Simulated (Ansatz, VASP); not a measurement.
# AlC in VASP and in Ansatz

```xyz
2
Lattice="0.0000 2.1346 2.1346 2.1346 0.0000 2.1346 2.1346 2.1346 0.0000" Properties=species:S:1:pos:R:3 pbc="T T T"
Al    0.0000    0.0000    0.0000
C     2.1346    2.1346    2.1346
```

Change from the starting cell: species swapped into the TiAg type (P4/nmm, No. 129).

Alike in both runs: task single point; functional PBE; k mesh 8 × 8 × 8; occupations gaussian, width 0.1 eV; collinear spin.

|  | VASP | Ansatz |
| --- | --- | --- |
| version | VASP 6.6.1 | Ansatz 0.2.0 |
| potentials or method | VASP PAW PBE potentials, release 64 (Al, C), cutoff 600 eV | scalar-relativistic, plane waves, PAW |
| valence electrons in the cell | 7 | 7 |

```csv
,VASP,Ansatz,Ansatz less VASP
gap on the k mesh at the Fermi level (eV),none,none,-
pressure (GPa),-0.4,-0.2,+0.20
net moment per atom (μB),0.00,0.00,-0.001
```

A gap of «none» marks a metal or a gap that the smearing closes. The functional is the same, so the differences come from potentials, cutoffs and numerics. Ansatz's warnings: seeded moment not kept.
